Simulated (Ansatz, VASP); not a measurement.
## Two plane-wave programs on YZr2O2

```
Y Zr O
1.0
     3.29685    0.00000    0.00000
    -1.64842    2.85515    0.00000
     0.00000    0.00000    8.15166
Y Zr O
1 2 2
Direct
  0.00000 0.00000 0.00000
  0.33333 0.66667 0.34192
  0.66667 0.33333 0.65808
  0.33333 0.66667 0.83474
  0.66667 0.33333 0.16526
```

Change from the starting cell: species swapped into the Mn2ZnAs2 type (P-3m1, No. 164).

Alike in both runs: functional PBE; k mesh 12 × 12 × 6; occupations gaussian, width 0.1 eV; no spin polarisation.

Ansatz relaxed the structure, and its values are those at the end. VASP's run is a single point on that final structure, the one shown.

```csv
,VASP,Ansatz
version,VASP 6.6.1,Ansatz 0.2.0
potentials or method,"VASP PAW PBE potentials, release 64 (Y_sv, Zr_sv, O), cutoff 520 eV","scalar-relativistic, plane waves, PAW"
valence electrons in the cell,47,47
```

|  | VASP | Ansatz | Ansatz less VASP |
| --- | --- | --- | --- |
| gap on the k mesh at the Fermi level (eV) | none | none | - |
| pressure (GPa) | 0.0 | 0.0 | -0.02 |
| rms of the force components (eV/Å) | 0.005 | 0.000 | -0.0054 |

A gap of «none» marks a metal or a gap that the smearing closes. The functional is the same, so the differences come from potentials, cutoffs and numerics.
